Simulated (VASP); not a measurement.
# K3TeH (P6mm) in VASP: further runs

Runs on K3TeH. Level: PBE. Tasks: single point.

Program: VASP 6.6.1. These are calculated values, not measurements. Logs are shortened: lines on timing, memory, paths and dates and some standing lists are left out, and cuts for length are marked.

### 1 The cell of the first run

The structure is hexagonal, space group P6mm (No. 183). The conventional cell has a = 5.505 Å, b = 5.505 Å, c = 6.579 Å, α = 90.00°, β = 90.00°, γ = 120.00°. Within 4.2 Å of K (site symmetry 3m) lie 6 K at 3.18 to 3.55 Å and 3 H at 3.18 Å and 3 Te at 3.99 Å. K (site symmetry 6mm) has 1 H at 1.78 Å within 2.4 Å. Te (site symmetry 6mm) has 1 H at 2.22 Å and 1 K at 2.58 Å within 2.9 Å. H (site symmetry 6mm) has 1 K at 1.78 Å and 1 Te at 2.22 Å within 2.4 Å.

### 2 Single point, PBE

File INCAR:

```
PREC = Accurate
ENCUT = 520
EDIFF = 1E-6
ISMEAR = 0
SIGMA = 0.1
LREAL = False
LASPH = True
NELM = 100
ALGO = Normal
ISIF = 2
LWAVE = False
LCHARG = False
GGA = PE
NBANDS = 25
```

File KPOINTS:

```
regular mesh
0
Gamma
  6 6 4
```

File POSCAR:

```
K3TeH
1.0
    5.5054503900      0.0000000000      0.0000000000
   -2.7527252000      4.7678599000      0.0000000000
    0.0000000000      0.0000000000      6.5791282500
K Te H
3 1 1
Direct
    0.3333333300      0.6666666700      0.5295525100
    0.6666666700      0.3333333300      0.5295525100
    0.0000000000      0.0000000000      0.7708060400
    0.0000000000      0.0000000000      0.1623668300
    0.0000000000      0.0000000000      0.5002532000
```

Potentials or basis: VASP PAW PBE potentials, release 64 (K_sv, Te, H).

Started as:

```bash
$ cat potpaw_PBE.64/K_sv/POTCAR potpaw_PBE.64/Te/POTCAR potpaw_PBE.64/H/POTCAR > POTCAR
$ mpirun -np 1 vasp_std > vasp.out
```

OUTCAR:

```text
PREC = Accurate
   ENCUT = 520
   EDIFF = 1E-6
   ISMEAR = 0
   LREAL = False
   LASPH = True
   NELM = 100
   ISIF = 2
   GGA = PE

 ion  position               nearest neighbor table
   1  0.333  0.667  0.530-   2 3.18   2 3.18   2 3.18   3 3.55   3 3.55   3 3.55
   2  0.667  0.333  0.530-   1 3.18   1 3.18   1 3.18   3 3.55   3 3.55   3 3.55
   3  0.000  0.000  0.771-   5 1.78   4 2.58   1 3.55   2 3.55   2 3.55   1 3.55   2 3.55   1 3.55

   4  0.000  0.000  0.162-   5 2.22   3 2.58
   5  0.000  0.000  0.500-   3 1.78   4 2.22

  LATTYP: Found a hexagonal cell.
 ALAT       =     5.5054503900
 C/A-ratio  =     1.1950208946

  Lattice vectors:

 A1 = (   5.5054503900,   0.0000000000,   0.0000000000)
 A2 = (  -2.7527252000,   4.7678599000,   0.0000000000)
 A3 = (   0.0000000000,   0.0000000000,   6.5791282500)

Analysis of symmetry for initial positions (statically):
=====================================================================
 Subroutine PRICEL returns:
 Original cell was already a primitive cell.

 Routine SETGRP: Setting up the symmetry group for a
 hexagonal supercell.

 Subroutine GETGRP returns: Found 12 space group operations
 (whereof 12 operations were pure point group operations)
 out of a pool of 24 trial point group operations.

The static configuration has the point symmetry C_6v.

Analysis of symmetry for dynamics (positions and initial velocities):
=====================================================================
 Subroutine PRICEL returns:
 Original cell was already a primitive cell.

 Routine SETGRP: Setting up the symmetry group for a
 hexagonal supercell.

 Subroutine GETGRP returns: Found 12 space group operations
 (whereof 12 operations were pure point group operations)
 out of a pool of 24 trial point group operations.

The dynamic configuration has the point symmetry C_6v.

 Subroutine INISYM returns: Found 12 space group operations
 (whereof 12 operations are pure point group operations),
 and found     1 'primitive' translations

----------------------------------------------------------------------------------------

                                     Primitive cell

  volume of cell :     172.6970

  direct lattice vectors                    reciprocal lattice vectors
     5.505450390  0.000000000  0.000000000     0.181638182  0.104868853  0.000000000
    -2.752725200  4.767859900  0.000000000     0.000000000  0.209737706  0.000000000
     0.000000000  0.000000000  6.579128250     0.000000000  0.000000000  0.151995821

  length of vectors
     5.505450390  5.505450395  6.579128250     0.209737707  0.209737706  0.151995821

  position of ions in fractional coordinates (direct lattice)
     0.333333330  0.666666670  0.529552510
     0.666666670  0.333333330  0.529552510
     0.000000000  0.000000000  0.770806040
     0.000000000  0.000000000  0.162366830
     0.000000000  0.000000000  0.500253200

  ion indices of the primitive-cell ions
   primitive index   ion index
                 1           1
                 2           2
                 3           3
                 4           4
                 5           5

----------------------------------------------------------------------------------------

 KPOINTS: regular mesh

Automatic generation of k-mesh.
 Grid dimensions read from file:
 generate k-points for:    6    6    4

 Generating k-lattice:

  Cartesian coordinates                     Fractional coordinates (reciprocal lattice)
     0.030273030  0.017478142  0.000000000     0.166666667  0.000000000  0.000000000
     0.000000000  0.034956284  0.000000000     0.000000000  0.166666667  0.000000000
     0.000000000  0.000000000  0.037998955     0.000000000  0.000000000  0.250000000

  Length of vectors
     0.034956284  0.034956284  0.037998955

  Shift w.r.t. Gamma in fractional coordinates (k-lattice)
     0.000000000  0.000000000  0.000000000

 Subroutine IBZKPT returns following result:
 ===========================================

 Found     21 irreducible k-points:

 Following reciprocal coordinates:
            Coordinates               Weight
  0.000000  0.000000  0.000000      1.000000
  0.166667 -0.000000  0.000000      6.000000
  0.333333  0.000000  0.000000      6.000000
  0.500000 -0.000000  0.000000      3.000000
  0.166667  0.166667  0.000000      6.000000
  0.333333  0.166667  0.000000     12.000000
[... 13 lines left out ...]
  0.333333  0.166667  0.500000     12.000000
  0.333333  0.333333  0.500000      2.000000
   k-points           NKPTS =     21   k-points in BZ     NKDIM =     21   number of bands    NBANDS=     25
   number of dos      NEDOS =    301   number of ions     NIONS =      5
   total plane-waves  NPLWV =  88200
   dimension x,y,z NGX =    42 NGY =   42 NGZ =   50
   dimension x,y,z NGXF=    84 NGYF=   84 NGZF=  100
   ions per type =               3   1   1
   NGX,Y,Z   is equivalent  to a cutoff of  12.68, 12.68, 12.63 a.u.
   NGXF,Y,Z  is equivalent  to a cutoff of  25.37, 25.37, 25.27 a.u.
 SYSTEM =  unknown system
   PREC   = accura    normal or accurate (medium, high low for compatibility)
   ISTART =      0    job   : 0-new  1-cont  2-samecut
   ICHARG =      2    charge: 1-file 2-atom 10-const
   ISPIN  =      1    spin polarized calculation?
   LNONCOLLINEAR =      F non collinear calculations
   LSORBIT =      F    spin-orbit coupling
   LASPH  =      T    aspherical Exc in radial PAW
   ENCUT  =  520.0 eV  38.22 Ry    6.18 a.u.  10.24 10.24 12.23*2*pi/ulx,y,z
   NELM   =    100;   NELMIN=  2; NELMDL= -5     # of ELM steps
   EDIFF  = 0.1E-05   stopping-criterion for ELM
   LREAL  =      F    real-space projection
   EDIFFG = 0.1E-04   stopping-criterion for IOM
   NSW    =      0    number of steps for IOM
   IBRION =     -1    ionic relax: 0-MD 1-quasi-New 2-CG
   NFREE  =      0    steps in history (QN), initial steepest desc. (CG)
   ISIF   =      2    stress and relaxation
   ISYM   =      2    0-nonsym 1-usesym 2-fastsym
   POTIM  = 0.5000    time-step for ionic-motion
   TEBEG  =    0.0;   TEEND  =   0.0 temperature during run
   PSTRESS=    0.0 pullay stress
   NELECT =      34.0000    total number of electrons
   NUPDOWN=      -1.0000    fix difference up-down
   EMIN   =  10.00;   EMAX   =-10.00  energy-range for DOS
   EFERMI =   0.00;   METHOD = LEGACY
   ISMEAR =     0;   SIGMA  =   0.10  broadening in eV -4-tet -1-fermi 0-gaus
   EFERMI_NEDOS =   21; number of points for ismear=-14 and -15
   IALGO  =     38    algorithm
   IMIX   =      4    mixing-type and parameters
     AMIX     =   0.40;   BMIX     =  1.00
     AMIX_MAG =   1.60;   BMIX_MAG =  1.00
  volume/ion in A,a.u.               =      34.54       233.08
  Fermi-wavevector in a.u.,A,eV,Ry     =   0.952371  1.799721 12.340632  0.907011
  Thomas-Fermi vector in A             =   2.080928
   LORBIT       =      0    0 simple, 1 ext, 2 COOP (PROOUT), +10 PAW based schemes
   GGA     = PE    functional components
   LHFCALC =     F    Hartree Fock is set to
   AEXX    =    0.0000 exact exchange contribution
   IVDW    =     0    specifies the selected vdW correction
   LEPSILON=     F    determine dielectric tensor
   LRPA    =     F    only Hartree local field effects (RPA)
 non-spin polarized calculation
 Gauss-broadening in eV      SIGMA  =   0.10
  energy-cutoff  :      520.00
  volume of cell :      172.70
 maximum number of plane-waves:      4674
 NGX is ok and might be reduce to    42
   NGX = 21   NGY = 21   NGZ = 25

 number of electron      33.9999997 magnetization

 Free energy of the ion-electron system (eV)
  ---------------------------------------------------
  ext. energy  EPLUGINS =         0.00000000
  ---------------------------------------------------
  free energy    TOTEN  =        -6.40595030 eV

  energy without entropy =       -6.38759934  energy(sigma->0) =       -6.39677482

 E-fermi :   2.1300     XC(G=0):  -7.2279

 val. band max:        2.1279045182   @ k =   0.5000  -0.0000   0.5000
 cond. band min:       2.1435439249   @ k =   0.3333   0.0000   0.0000
 fundamental gap:      0.0156394067
 Fermi energy:         2.1300202576

 k-point     1 :       0.0000    0.0000    0.0000
  band No.  band energies     occupation
      1     -31.0323      2.00000
      2     -30.8298      2.00000
      3     -29.7577      2.00000
      4     -14.8414      2.00000
      5     -14.8414      2.00000
      6     -14.4215      2.00000
[... 17 lines left out ...]
     24       5.0504      0.00000
     25       5.3850      0.00000

 k-point     2 :       0.1667   -0.0000    0.0000
  band No.  band energies     occupation
      1     -31.0203      2.00000
      2     -30.8419      2.00000
      3     -29.7581      2.00000
      4     -14.8668      2.00000
      5     -14.8208      2.00000
      6     -14.4116      2.00000
[... 17 lines left out ...]
     24       5.2762      0.00000
     25       5.4737      0.00000

 k-point     3 :       0.3333    0.0000    0.0000
  band No.  band energies     occupation
      1     -30.9895      2.00000
      2     -30.8730      2.00000
      3     -29.7589      2.00000
      4     -14.9119      2.00000
      5     -14.7708      2.00000
      6     -14.3860      2.00000
[... 17 lines left out ...]
     24       5.3418      0.00000
     25       5.5989      0.00000

 k-point     4 :       0.5000   -0.0000    0.0000
  band No.  band energies     occupation
      1     -30.9647      2.00000
      2     -30.8979      2.00000
      3     -29.7593      2.00000
      4     -14.9324      2.00000
      5     -14.7389      2.00000
      6     -14.3750      2.00000
[... 17 lines left out ...]
     24       5.1635      0.00000
     25       5.6780      0.00000
[... 393 lines left out ...]
 k-point    19 :       0.1667    0.1667    0.5000
  band No.  band energies     occupation
      1     -30.9985      2.00000
      2     -30.8639      2.00000
      3     -29.7587      2.00000
      4     -14.9121      2.00000
      5     -14.7694      2.00000
      6     -14.3914      2.00000
[... 17 lines left out ...]
     24       5.1736      0.00000
     25       5.6706      0.00000

 k-point    20 :       0.3333    0.1667    0.5000
  band No.  band energies     occupation
      1     -30.9648      2.00000
      2     -30.8978      2.00000
      3     -29.7593      2.00000
      4     -14.9557      2.00000
      5     -14.6916      2.00000
      6     -14.4045      2.00000
[... 17 lines left out ...]
     24       5.2678      0.00000
     25       5.6053      0.00000

 k-point    21 :       0.3333    0.3333    0.5000
  band No.  band energies     occupation
      1     -30.9313      2.00000
      2     -30.9313      2.00000
      3     -29.7596      2.00000
      4     -14.9829      2.00000
      5     -14.5427      2.00000
      6     -14.5427      2.00000
[... 17 lines left out ...]
     24       5.2928      0.00000
     25       5.2928      0.00000

------------------------ aborting loop because EDIFF is reached ----------------------------------------

  FORCE on cell =-STRESS in cart. coord.  units (eV):
  Direction    XX          YY          ZZ          XY          YZ          ZX
  --------------------------------------------------------------------------------------
  -------------------------------------------------------------------------------------
  Total        4.5417313      4.5417314     13.6477260     -0.0000000     -0.0000000      0.0000000
  in kB       42.1354205     42.1354205    126.6152989     -0.0000000     -0.0000000      0.0000000
  external PRESSURE =      70.2953800 kB  Pullay stress =       0.0000000 kB

 VOLUME and BASIS-vectors are now :
 -----------------------------------------------------------------------------
  energy-cutoff  :      520.00
  volume of cell :      172.70
      direct lattice vectors                 reciprocal lattice vectors
     5.505450390  0.000000000  0.000000000     0.181638182  0.104868853  0.000000000
    -2.752725200  4.767859900  0.000000000     0.000000000  0.209737706  0.000000000
     0.000000000  0.000000000  6.579128250     0.000000000  0.000000000  0.151995821

 POSITION                                       TOTAL-FORCE (eV/Angst)
 -----------------------------------------------------------------------------------
     -0.00000      3.17857      3.48399         0.000000     -0.000000     -0.937675
      2.75273      1.58929      3.48399        -0.000000      0.000000     -0.937675
      0.00000      0.00000      5.07123        -0.000000      0.000000      0.767673
      0.00000      0.00000      1.06823        -0.000000      0.000000      4.387070
      0.00000      0.00000      3.29123        -0.000000      0.000000     -3.279393
 -----------------------------------------------------------------------------------
    total drift:                                0.000000      0.000000      0.000660

  FREE ENERGIE OF THE ION-ELECTRON SYSTEM (eV)
  ---------------------------------------------------
  free  energy   TOTEN  =        -6.4059502995 eV

  energy  without entropy=       -6.3875993447  energy(sigma->0) =       -6.39677482
```

Wall time 57 s (1 thread of Intel Xeon Platinum 8559C (Emerald Rapids), shared host); peak memory 0.31 GiB.

What came out:

```
Free energy            : -6.4060 eV
Pressure               : 7.0 GPa
Largest force          : 4.387 eV/Å
Band gap on the k mesh : zero (band 17 reaches 2.58 eV, above the bottom of band 18 at 1.59 eV)
```

Forces on the atoms (eV/Å):
```
K    0.000  0.000 -0.938
K    0.000  0.000 -0.938
K    0.000  0.000  0.768
Te   0.000  0.000  4.387
H    0.000  0.000 -3.279
```

Stress tensor (GPa, compression positive):
```
 4.21  0.00  0.00
 0.00  4.21  0.00
 0.00  0.00 12.66
```

Levels at points of the mesh, in eV from the Fermi level:
```csv
k point,band 13,band 14,band 15,band 16,band 17,band 18,band 19,band 20,band 21,band 22
"(0.00, 0.00, 0.00)",-11.00,-4.13,-1.91,-1.91,-1.57,-0.54,1.65,1.65,2.00,2.00
"(0.50, 0.00, 0.00)",-10.94,-3.93,-2.81,-2.08,-1.04,0.45,0.47,1.58,1.90,2.10
"(0.00, 0.00, 0.50)",-10.67,-5.52,-2.01,-2.01,-0.75,0.78,1.43,1.81,1.81,2.03
"(0.50, 0.00, 0.50)",-10.63,-5.32,-2.79,-2.18,0.00,0.54,1.08,1.81,2.16,2.77
```

Caveat: spin-orbit coupling is left out, which moves the levels of the heavy elements; forces of over 1 eV/Å act on the atoms, so gaps and moduli don't describe the material at rest.

[end of part 1 of 2]
